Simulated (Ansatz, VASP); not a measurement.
**One calculation of LiH, two programs**

```xyz
2
Lattice="0.0000 2.0325 2.0325 2.0325 0.0000 2.0325 2.0325 2.0325 0.0000" Properties=species:S:1:pos:R:3 pbc="T T T"
Li    0.0000    0.0000    0.0000
H     2.0614    2.0614    2.0614
```

Change from the starting cell: all H atoms moved +0.050 Å, as atom 2 along Cartesian [1 1 1].

Alike in both runs: task single point; functional PBE; k mesh 10 × 10 × 10; occupations gaussian, width 0.05 eV; no spin polarisation.

|  | VASP | Ansatz |
| --- | --- | --- |
| version | VASP 6.6.1 | Ansatz 0.2.0 |
| potentials or method | VASP PAW PBE potentials, release 64 (Li_sv, H), cutoff 750 eV | scalar-relativistic, plane waves, PAW |
| valence electrons in the cell | 4 | 4 |

|  | VASP | Ansatz | Ansatz less VASP |
| --- | --- | --- | --- |
| gap on the k mesh at the Fermi level (eV) | 3.02 | 3.03 | +0.005 |
| least direct gap on the mesh (eV) | 3.02 | 3.03 | +0.005 |
| pressure (GPa) | -1.6 | -1.4 | +0.18 |
| rms of the force components (eV/Å) | 0.027 | 0.027 | +0.0001 |

Atom by atom the forces differ by 0.000 eV/Å (rms over components).
